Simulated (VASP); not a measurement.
**Ta: relaxation of cell and atoms with PBE**

Ta:

```
Ta
1.0
    -1.65481    1.65481    1.65481
     1.65481   -1.65481    1.65481
     1.65481    1.65481   -1.65481
Ta
1
Direct
  0.00000 0.00000 0.00000
```

* Program: VASP 6.6.1
* Task: relaxation of cell and atoms
* Functional: PBE
* Potentials or basis: VASP PAW PBE potentials, release 64 (Ta_pv)
* Cutoff: 600 eV
* k mesh: 16 × 16 × 16
* Occupations: fermi-dirac, width 0.05 eV
* Spin: no spin polarisation
* Target pressure: 2 GPa
* Dipole correction: no
* Further INCAR settings: ALGO = Normal; EDIFF = 1e-06; IBRION = 2; EDIFFG = -0.005; NSW = 32; ISIF = 3

| Property | Result |
| --- | --- |
| Relaxed volume | 18.14 Å³/atom |
| Relaxed cell | a = 2.867 Å, b = 2.867 Å, c = 2.867 Å, α = 109.47°, β = 109.47°, γ = 109.47° |
| Space group after relaxing (to 0.05 Å) | Im-3m (No. 229) |
| Energy change on relaxing (the enthalpy is what falls) | -0.1 meV/atom |
| Ionic steps | 3 |
| Pressure after relaxing | 2.0 GPa |

Step by step:
```csv
step,energy change (eV),largest force (eV/Å),pressure (GPa),volume (Å³)
1,0.0000,0.0000,2.13,18.13
2,-0.0004,0.0000,1.74,18.16
3,-0.0001,0.0000,2.02,18.14
```

Final structure:
```cif
data_structure
_symmetry_space_group_name_H-M 'P 1'
_symmetry_Int_Tables_number 1
_cell_length_a 2.8667
_cell_length_b 2.8667
_cell_length_c 2.8667
_cell_angle_alpha 109.471
_cell_angle_beta 109.471
_cell_angle_gamma 109.471
_cell_volume 18.14
loop_
_atom_site_label
_atom_site_type_symbol
_atom_site_fract_x
_atom_site_fract_y
_atom_site_fract_z
_atom_site_occupancy
Ta1 Ta 0.00000 0.00000 0.00000 1
```

Levels at points of the mesh, in eV from the Fermi level:
| k point | band 3 | band 4 | band 5 | band 6 | band 7 | band 8 |
| --- | --- | --- | --- | --- | --- | --- |
| (0.00, 0.00, 0.00) | -33.09 | -7.87 | 0.75 | 0.75 | 0.75 | 4.00 |
| (0.50, 0.00, 0.00) | -33.10 | -4.33 | -1.51 | 1.57 | 3.87 | 4.89 |
| (0.50, 0.50, 0.50) | -33.89 | -3.75 | -3.75 | 6.79 | 6.79 | 6.79 |

It took 17 s on 1 thread of Intel(R) Xeon(R) 6975P-C (Granite Rapids) (shared host), peak memory 0.16 GiB.

Caveat: the cell is relaxed towards a set pressure, so the enthalpy falls and the energy may rise; spin-orbit coupling is left out, which moves the levels of the heavy elements.
